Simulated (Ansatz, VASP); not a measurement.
# HfS2: VASP beside Ansatz

```
CELL_PARAMETERS angstrom
3.69100 0.00000 0.00000
-1.84550 3.19650 0.00000
0.00000 0.00000 31.82470
ATOMIC_POSITIONS crystal
S 0.66667 0.33333 0.45665
S 0.33333 0.66667 0.54335
Hf 0.00000 0.00000 0.50000
```

Alike in both runs: task single point; functional PBE; dispersion D3(BJ); k mesh 9 × 9 × 1; occupations gaussian, width 0.02 eV; no spin polarisation.

|  | VASP | Ansatz |
| --- | --- | --- |
| version | VASP 6.6.1 | Ansatz 0.2.0 |
| potentials or method | VASP PAW PBE potentials, release 64 (S, Hf_pv), cutoff 400 eV | scalar-relativistic, plane waves, PAW |
| valence electrons in the cell | 22 | 38 |

|  | VASP | Ansatz | Ansatz less VASP |
| --- | --- | --- | --- |
| gap on the k mesh at the Fermi level (eV) | 1.60 | 1.58 | -0.014 |
| least direct gap on the mesh (eV) | 2.11 | 2.09 | -0.019 |
| rms of the force components (eV/Å) | 0.202 | 0.232 | +0.0301 |

VASP's potentials hold 22 valence electrons a cell and Ansatz's 38, so a difference there can come from the potentials and not from the codes.

Spin-orbit coupling is off throughout.
